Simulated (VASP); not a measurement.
Write the native input for VASP 6.6.1 that does the following.

```
Task                   : single point
Functional             : PBEsol
Potentials or basis    : VASP PAW PBE potentials, release 64 (Te, Pt)
Cutoff                 : 520 eV
k mesh                 : 12 × 12 × 10
Occupations            : gaussian, width 0.15 eV
Spin                   : no spin polarisation
Dipole correction      : no
Further INCAR settings : ALGO = Normal; EDIFF = 1e-06; NBANDS = 24
```

The structure of TePt lies in POSCAR:

```
TePt
1.0
    4.1109998117      0.0000000000      0.0000000000
   -2.0554999058      3.5602302719      0.0000000000
    0.0000000000      0.0000000000      5.0103200000
Te Pt
2 2
Direct
    0.3333333333      0.6666666667      0.2500000000
    0.6666666667      0.3333333333      0.7500000000
    0.0000000000      0.0000000000      0.0000000000
    0.0000000000      0.0000000000      0.5000000000
```

This cell differs from its parent crystal: strain +0.000 along x and y, -0.080 along z.

These files were run (other wordings do the same):

INCAR

```
PREC     = Accurate       # precision mode
ENCUT    = 520            # plane-wave cutoff, eV
EDIFF    = 1E-6           # SCF threshold, eV
ISMEAR   = 0              # smearing method
SIGMA    = 0.15           # smearing width, eV
LREAL    = F              # projectors in reciprocal space
LASPH    = T              # aspherical terms in the spheres
NELM     = 80             # most SCF steps
ALGO     = Normal         # electronic algorithm
ISIF     = 2              # what is computed and relaxed
LWAVE    = F              # write WAVECAR
LCHARG   = F              # write CHGCAR
GGA      = PS             # functional
NBANDS   = 24             # bands
```

KPOINTS

```
regular mesh
0
Gamma
  12 12 10
```

Potentials or basis: VASP PAW PBE potentials, release 64 (Te, Pt).

The run is started by

```sh
$ cat potpaw_PBE.64/Te/POTCAR potpaw_PBE.64/Pt/POTCAR > POTCAR
$ mpirun -np 1 vasp_std > vasp.out
```

Results of the run:

```json
{
 "Pressure": "33.4 GPa",
 "Band gap on the k mesh": "zero (bands 16 and 17 overlap by 1.78 eV)"
}
```

Caveat: the cell differs from its parent crystal (strain +0.000 along x and y, -0.080 along z); the cell stands under pressure; the PAW data sets were made with another functional, which shifts forces and pressure a little; spin-orbit coupling is left out, which moves the levels of the heavy elements.

Run time: 95 s on 1 thread of Intel(R) Xeon(R) Platinum 8488C (Sapphire Rapids), on a shared host, peak memory 0.32 GiB.
